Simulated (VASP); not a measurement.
Mo, 1 atom in the cell. Symmetry: I4/mmm, No. 139, tetragonal system. Conventional cell: a = 3.268 Å, b = 3.268 Å, c = 3.393 Å, α = 90.00°, β = 90.00°, γ = 90.00°. Mo (site symmetry 4/mmm) has 14 Mo at 2.87 to 3.39 Å within 3.8 Å.  This cell differs from its parent crystal: strain +0.040 along x and y, +0.080 along z.

- Program: VASP 6.6.1
- Task: single point
- Functional: PBEsol
- Potentials or basis: VASP PAW PBE potentials, release 64 (Mo_sv)
- Cutoff: 520 eV
- k mesh: 22 × 22 × 22
- Occupations: gaussian, width 0.15 eV
- Spin: no spin polarisation
- Dipole correction: no
- Further INCAR settings: ALGO = Fast; EDIFF = 1e-06; NBANDS = 13

Potentials or basis: VASP PAW PBE potentials, release 64 (Mo_sv).

Run with:

```sh
$ cat potpaw_PBE.64/Mo_sv/POTCAR > POTCAR
$ mpirun -np 1 vasp_std > vasp.out
```

Hardware: 1 thread of AMD EPYC 9R45 (Zen 5) (shared host).

Task: Estimate the wall time of this run.

Result: Wall time 3.4 min on 1 thread of AMD EPYC 9R45 (Zen 5), on a shared host, peak memory 0.25 GiB. Counts: scf iterations 12, k points 834.
